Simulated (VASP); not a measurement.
# ZnCu (Pm-3m) in VASP: settings compared

The runs below take ZnCu through single point, with RPBE, revPBE.

All numbers are computed with VASP 6.6.1; they aren't measurements. Logs are shortened: lines on timing, memory, paths and dates and some standing lists are left out, and cuts for length are marked.

## Step 1: The cell of the first run

Symmetry: Pm-3m, No. 221, cubic system. The conventional cell has a = 2.945 Å, b = 2.945 Å, c = 2.945 Å, α = 90.00°, β = 90.00°, γ = 90.00°. Zn (site symmetry m-3m) has 8 Cu at 2.55 Å and 6 Zn at 2.94 Å within 3.4 Å. Cu (site symmetry m-3m) has 8 Zn at 2.55 Å and 6 Cu at 2.94 Å within 3.4 Å.

## Step 2: Single point, RPBE

INCAR

```
ALGO = Normal ; EDIFF = 1E-7
ENCUT = 520 ; GGA = RP
ISIF = 2 ; ISMEAR = -1
LASPH = T ; LCHARG = F
LREAL = F ; LWAVE = F
NBANDS = 18 ; NELM = 100
PREC = Accurate ; SIGMA = 0.05
```

KPOINTS

```
k-points
0
Gamma
  5 5 5
```

POSCAR

```
ZnCu
1.0
    2.9450000000      0.0000000000      0.0000000000
    0.0000000000      2.9450000000      0.0000000000
    0.0000000000      0.0000000000      2.9450000000
Zn Cu
1 1
Direct
    0.5000000000      0.5000000000      0.5000000000
    0.0000000000      0.0000000000      0.0000000000
```

Potentials or basis: VASP PAW PBE potentials, release 64 (Zn, Cu).

Run with:

```sh
cat potpaw_PBE.64/Zn/POTCAR potpaw_PBE.64/Cu/POTCAR > POTCAR
mpirun -np 1 vasp_std > vasp.out
```

OUTCAR:

```text
EDIFF = 1E-7
   ENCUT = 520
   GGA = RP
   ISIF = 2
   ISMEAR = -1
   LASPH = T
   LREAL = F
   NELM = 100
   PREC = Accurate

 ion  position               nearest neighbor table
   1  0.500  0.500  0.500-   2 2.55   2 2.55   2 2.55   2 2.55   2 2.55   2 2.55   2 2.55   2 2.55

   2  0.000  0.000  0.000-   1 2.55   1 2.55   1 2.55   1 2.55   1 2.55   1 2.55   1 2.55   1 2.55

  LATTYP: Found a simple cubic cell.
 ALAT       =     2.9450000000

  Lattice vectors:

 A1 = (   2.9450000000,   0.0000000000,   0.0000000000)
 A2 = (   0.0000000000,   2.9450000000,   0.0000000000)
 A3 = (   0.0000000000,   0.0000000000,   2.9450000000)

Analysis of symmetry for initial positions (statically):
=====================================================================
 Subroutine PRICEL returns:
 Original cell was already a primitive cell.

 Routine SETGRP: Setting up the symmetry group for a
 simple cubic supercell.

 Subroutine GETGRP returns: Found 48 space group operations
 (whereof 48 operations were pure point group operations)
 out of a pool of 48 trial point group operations.

The static configuration has the point symmetry O_h .

Analysis of symmetry for dynamics (positions and initial velocities):
=====================================================================
 Subroutine PRICEL returns:
 Original cell was already a primitive cell.

 Routine SETGRP: Setting up the symmetry group for a
 simple cubic supercell.

 Subroutine GETGRP returns: Found 48 space group operations
 (whereof 48 operations were pure point group operations)
 out of a pool of 48 trial point group operations.

The dynamic configuration has the point symmetry O_h .

 Subroutine INISYM returns: Found 48 space group operations
 (whereof 48 operations are pure point group operations),
 and found     1 'primitive' translations

----------------------------------------------------------------------------------------

                                     Primitive cell

  volume of cell :      25.5421

  direct lattice vectors                    reciprocal lattice vectors
     2.945000000  0.000000000  0.000000000     0.339558574  0.000000000  0.000000000
     0.000000000  2.945000000  0.000000000     0.000000000  0.339558574  0.000000000
     0.000000000  0.000000000  2.945000000     0.000000000  0.000000000  0.339558574

  length of vectors
     2.945000000  2.945000000  2.945000000     0.339558574  0.339558574  0.339558574

  position of ions in fractional coordinates (direct lattice)
     0.500000000  0.500000000  0.500000000
     0.000000000  0.000000000  0.000000000

  ion indices of the primitive-cell ions
   primitive index   ion index
                 1           1
                 2           2

----------------------------------------------------------------------------------------

 KPOINTS: k-points

Automatic generation of k-mesh.
 Grid dimensions read from file:
 generate k-points for:    5    5    5

 Generating k-lattice:

  Cartesian coordinates                     Fractional coordinates (reciprocal lattice)
     0.067911715  0.000000000  0.000000000     0.200000000  0.000000000  0.000000000
     0.000000000  0.067911715  0.000000000     0.000000000  0.200000000  0.000000000
     0.000000000  0.000000000  0.067911715     0.000000000  0.000000000  0.200000000

  Length of vectors
     0.067911715  0.067911715  0.067911715

  Shift w.r.t. Gamma in fractional coordinates (k-lattice)
     0.000000000  0.000000000  0.000000000

 Subroutine IBZKPT returns following result:
 ===========================================

 Found     10 irreducible k-points:

 Following reciprocal coordinates:
            Coordinates               Weight
  0.000000  0.000000  0.000000      1.000000
  0.200000  0.000000  0.000000      6.000000
  0.400000  0.000000  0.000000      6.000000
  0.200000  0.200000  0.000000     12.000000
  0.400000  0.200000  0.000000     24.000000
  0.400000  0.400000  0.000000     12.000000
  0.200000  0.200000  0.200000      8.000000
  0.400000  0.200000  0.200000     24.000000
  0.400000  0.400000  0.200000     24.000000
  0.400000  0.400000  0.400000      8.000000
   k-points           NKPTS =     10   k-points in BZ     NKDIM =     10   number of bands    NBANDS=     18
   number of dos      NEDOS =    301   number of ions     NIONS =      2
   total plane-waves  NPLWV =  13824
   dimension x,y,z NGX =    24 NGY =   24 NGZ =   24
   dimension x,y,z NGXF=    48 NGYF=   48 NGZF=   48
   ions per type =               1   1
   NGX,Y,Z   is equivalent  to a cutoff of  13.55, 13.55, 13.55 a.u.
   NGXF,Y,Z  is equivalent  to a cutoff of  27.10, 27.10, 27.10 a.u.
 SYSTEM =  unknown system
   PREC   = accura    normal or accurate (medium, high low for compatibility)
   ISTART =      0    job   : 0-new  1-cont  2-samecut
   ICHARG =      2    charge: 1-file 2-atom 10-const
   ISPIN  =      1    spin polarized calculation?
   LNONCOLLINEAR =      F non collinear calculations
   LSORBIT =      F    spin-orbit coupling
   LASPH  =      T    aspherical Exc in radial PAW
   ENCUT  =  520.0 eV  38.22 Ry    6.18 a.u.   5.48  5.48  5.48*2*pi/ulx,y,z
   NELM   =    100;   NELMIN=  2; NELMDL= -5     # of ELM steps
   EDIFF  = 0.1E-06   stopping-criterion for ELM
   LREAL  =      F    real-space projection
   EDIFFG = 0.1E-05   stopping-criterion for IOM
   NSW    =      0    number of steps for IOM
   IBRION =     -1    ionic relax: 0-MD 1-quasi-New 2-CG
   NFREE  =      0    steps in history (QN), initial steepest desc. (CG)
   ISIF   =      2    stress and relaxation
   ISYM   =      2    0-nonsym 1-usesym 2-fastsym
   POTIM  = 0.5000    time-step for ionic-motion
   TEBEG  =    0.0;   TEEND  =   0.0 temperature during run
   PSTRESS=    0.0 pullay stress
   NELECT =      23.0000    total number of electrons
   NUPDOWN=      -1.0000    fix difference up-down
   EMIN   =  10.00;   EMAX   =-10.00  energy-range for DOS
   EFERMI =   0.00;   METHOD = LEGACY
   ISMEAR =    -1;   SIGMA  =   0.05  broadening in eV -4-tet -1-fermi 0-gaus
   EFERMI_NEDOS =   21; number of points for ismear=-14 and -15
   IALGO  =     38    algorithm
   IMIX   =      4    mixing-type and parameters
     AMIX     =   0.40;   BMIX     =  1.00
     AMIX_MAG =   1.60;   BMIX_MAG =  1.00
  volume/ion in A,a.u.               =      12.77        86.18
  Fermi-wavevector in a.u.,A,eV,Ry     =   1.580880  2.987429 34.003415  2.499180
  Thomas-Fermi vector in A             =   2.681040
   LORBIT       =      0    0 simple, 1 ext, 2 COOP (PROOUT), +10 PAW based schemes
   GGA     = RP    functional components
   LHFCALC =     F    Hartree Fock is set to
   AEXX    =    0.0000 exact exchange contribution
   IVDW    =     0    specifies the selected vdW correction
   LEPSILON=     F    determine dielectric tensor
   LRPA    =     F    only Hartree local field effects (RPA)
 non-spin polarized calculation
  energy-cutoff  :      520.00
  volume of cell :       25.54
 maximum number of plane-waves:       698
 NGX is ok and might be reduce to    24
   NGX = 11   NGY = 11   NGZ = 11

 number of electron      23.0000000 magnetization

 Free energy of the ion-electron system (eV)
  ---------------------------------------------------
  ext. energy  EPLUGINS =         0.00000000
  ---------------------------------------------------
  free energy    TOTEN  =        -4.14024150 eV

  energy without entropy =       -4.13370229  energy(sigma->0) =       -4.13697189

 E-fermi :   5.7861     XC(G=0): -12.2624

 val. band max:        5.0552444852   @ k =   0.4000   0.2000   0.2000
 cond. band min:       5.7874063438   @ k =   0.4000   0.4000   0.4000
 fundamental gap:      0.7321618587
 Fermi energy:         5.7860967979

 k-point     1 :       0.0000    0.0000    0.0000
  band No.  band energies     occupation
      1      -4.6352      2.00000
      2      -2.1482      2.00000
      3      -2.1482      2.00000
      4      -1.4511      2.00000
      5      -1.4511      2.00000
      6      -1.4511      2.00000
[... 10 lines left out ...]
     17      18.0919      0.00000
     18      29.0732      0.00000

 k-point     2 :       0.2000    0.0000    0.0000
  band No.  band energies     occupation
      1      -3.9256      2.00000
      2      -2.0725      2.00000
      3      -1.9980      2.00000
      4      -1.5081      2.00000
      5      -1.5081      2.00000
      6      -1.4229      2.00000
[... 10 lines left out ...]
     17      22.7783      0.00000
     18      24.9742      0.00000

 k-point     3 :       0.4000    0.0000    0.0000
  band No.  band energies     occupation
      1      -2.3715      2.00000
      2      -1.9454      2.00000
      3      -1.5994      2.00000
      4      -1.5994      2.00000
      5      -1.3765      2.00000
      6      -1.2685      2.00000
[... 10 lines left out ...]
     17      19.9455      0.00000
     18      19.9455      0.00000

 k-point     4 :       0.2000    0.2000    0.0000
  band No.  band energies     occupation
      1      -3.2701      2.00000
      2      -1.9923      2.00000
      3      -1.8794      2.00000
      4      -1.5383      2.00000
      5      -1.5378      2.00000
      6      -1.4671      2.00000
[... 10 lines left out ...]
     17      22.6504      0.00000
     18      23.8285      0.00000

 k-point     5 :       0.4000    0.2000    0.0000
  band No.  band energies     occupation
      1      -2.1728      2.00000
      2      -1.9472      2.00000
      3      -1.7256      2.00000
      4      -1.6308      2.00000
      5      -1.4925      2.00000
      6      -0.6247      2.00000
[... 10 lines left out ...]
     17      20.5341      0.00000
     18      21.7727      0.00000

 k-point     6 :       0.4000    0.4000    0.0000
  band No.  band energies     occupation
      1      -2.2777      2.00000
      2      -2.0249      2.00000
      3      -1.6859      2.00000
      4      -1.6619      2.00000
      5      -1.2943      2.00000
      6       0.6622      2.00000
[... 10 lines left out ...]
     17      21.3072      0.00000
     18      21.6358      0.00000

 k-point     7 :       0.2000    0.2000    0.2000
  band No.  band energies     occupation
      1      -2.6740      2.00000
      2      -1.8432      2.00000
      3      -1.8432      2.00000
      4      -1.6129      2.00000
      5      -1.6129      2.00000
      6      -1.4270      2.00000
[... 10 lines left out ...]
     17      20.3051      0.00000
     18      23.2440      0.00000

 k-point     8 :       0.4000    0.2000    0.2000
  band No.  band energies     occupation
      1      -2.0431      2.00000
      2      -1.7885      2.00000
      3      -1.7262      2.00000
      4      -1.7219      2.00000
      5      -1.5993      2.00000
      6      -0.2371      2.00000
[... 10 lines left out ...]
     17      21.5802      0.00000
     18      23.8338      0.00000

 k-point     9 :       0.4000    0.4000    0.2000
  band No.  band energies     occupation
      1      -2.1731      2.00000
      2      -1.8034      2.00000
      3      -1.7999      2.00000
      4      -1.7265      2.00000
      5      -1.2856      2.00000
      6       0.7722      2.00000
[... 10 lines left out ...]
     17      17.1571      0.00000
     18      20.3845      0.00000

 k-point    10 :       0.4000    0.4000    0.4000
  band No.  band energies     occupation
      1      -2.0505      2.00000
      2      -1.9717      2.00000
      3      -1.9717      2.00000
      4      -1.2749      2.00000
      5      -1.2749      2.00000
      6       1.1418      2.00000
[... 10 lines left out ...]
     17      12.6714      0.00000
     18      15.9732      0.00000

------------------------ aborting loop because EDIFF is reached ----------------------------------------

  FORCE on cell =-STRESS in cart. coord.  units (eV):
  Direction    XX          YY          ZZ          XY          YZ          ZX
  --------------------------------------------------------------------------------------
  -------------------------------------------------------------------------------------
  Total        1.2535868      1.2535868      1.2535868      0.0000000      0.0000000      0.0000000
  in kB       78.6337726     78.6337726     78.6337726      0.0000000      0.0000000      0.0000000
  external PRESSURE =      78.6337726 kB  Pullay stress =       0.0000000 kB

 VOLUME and BASIS-vectors are now :
 -----------------------------------------------------------------------------
  energy-cutoff  :      520.00
  volume of cell :       25.54
      direct lattice vectors                 reciprocal lattice vectors
     2.945000000  0.000000000  0.000000000     0.339558574  0.000000000  0.000000000
     0.000000000  2.945000000  0.000000000     0.000000000  0.339558574  0.000000000
     0.000000000  0.000000000  2.945000000     0.000000000  0.000000000  0.339558574

 POSITION                                       TOTAL-FORCE (eV/Angst)
 -----------------------------------------------------------------------------------
      1.47250      1.47250      1.47250         0.000000      0.000000      0.000000
      0.00000      0.00000      0.00000         0.000000      0.000000      0.000000
 -----------------------------------------------------------------------------------
    total drift:                                0.000000      0.000000     -0.000000

  FREE ENERGIE OF THE ION-ELECTRON SYSTEM (eV)
  ---------------------------------------------------
  free  energy   TOTEN  =        -4.1402414974 eV

  energy  without entropy=       -4.1337022885  energy(sigma->0) =       -4.13697189
```

It took 5.9 s on 1 thread of Intel Xeon 6975P-C, shared host; peak memory 0.14 GiB.

Results:

```yaml
Free_energy: -4.1402 eV
Pressure: 7.9 GPa
```

Caveat: the k points lie up to 0.43 Å⁻¹ apart; the PAW data sets were made with another functional, which shifts forces and pressure a little.

## Step 3: Single point, revPBE

INCAR

```
SYSTEM = ZnCu
  ALGO = Normal
  EDIFF = 1E-6
  ENCUT = 520
  GGA = RE
  ISIF = 2
  ISMEAR = -1
  LASPH = .True.
  LCHARG = .False.
  LREAL = .False.
  LWAVE = .False.
  NBANDS = 18
  NELM = 100
  PREC = Accurate
  SIGMA = 0.05
```

KPOINTS

```
k-points
0
Gamma
  5 5 5
  0 0 0
```

POSCAR is that of step 2.

Potentials or basis: VASP PAW PBE potentials, release 64 (Zn, Cu).

Run with:

```sh
cat potpaw_PBE.64/Zn/POTCAR potpaw_PBE.64/Cu/POTCAR > POTCAR
mpirun -np 1 vasp_std > vasp.out
```

Run time: 5.1 s. Hardware: 1 thread of Intel Xeon 6975P-C, shared host; peak memory 0.14 GiB.

It converged, with:

| Quantity | Value |
| --- | --- |
| Free energy | -4.3168 eV |
| Pressure | 6.7 GPa |

Levels at points of the mesh, in eV from the Fermi level:
| k point | band 7 | band 8 | band 9 | band 10 | band 11 | band 12 | band 13 | band 14 | band 15 | band 16 |
| --- | --- | --- | --- | --- | --- | --- | --- | --- | --- | --- |
| (0.00, 0.00, 0.00) | -3.65 | -3.65 | -2.80 | -2.80 | -2.80 | 6.16 | 6.16 | 6.16 | 11.13 | 11.13 |

Caveat: the k points lie up to 0.43 Å⁻¹ apart; the PAW data sets were made with another functional, which shifts forces and pressure a little.
